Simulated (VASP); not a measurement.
SnO2 (Cassiterite), 6 atoms in the cell. It takes space group P4_2/mnm (No. 136, tetragonal). The conventional cell has a = 4.827 Å, b = 4.827 Å, c = 3.238 Å, α = 90.00°, β = 90.00°, γ = 90.00°. Within 2.8 Å of Sn (site symmetry mmm) lie 6 O at 2.09 Å. O (site symmetry m2m) has 3 Sn at 2.09 Å and 1 O at 2.64 Å within 2.8 Å. 

```yaml
Program: VASP 6.6.1
Task: relaxation of cell and atoms
Functional: PBE
Dispersion: D3(BJ)
Potentials_or_basis: VASP PAW PBE potentials, release 64 (Sn_d, O)
Cutoff: 600 eV
k_mesh: 6 × 6 × 8
Occupations: gaussian, width 0.02 eV
Spin: no spin polarisation
Dipole_correction: no
Further_INCAR_settings: ALGO = Normal; EDIFF = 1e-06; IBRION = 2; EDIFFG = -0.005; NSW = 70; ISIF = 3
```

Potentials or basis: VASP PAW PBE potentials, release 64 (Sn_d, O).

The run is started by

```console
$ cat potpaw_PBE.64/Sn_d/POTCAR potpaw_PBE.64/O/POTCAR > POTCAR
$ mpirun -np 1 vasp_std > vasp.out
```

Hardware: 1 thread of Intel(R) Xeon(R) Platinum 8259CL CPU @ 2.50GHz (Skylake/Cascade Lake), with other jobs on the host.

Problem. How long does it take, and how much memory?

Solution. Run time: 10 min on 1 thread of Intel(R) Xeon(R) Platinum 8259CL CPU @ 2.50GHz (Skylake/Cascade Lake), on a shared host, peak memory 0.29 GiB. Counts: scf iterations 68, k points 50, ion steps 12.
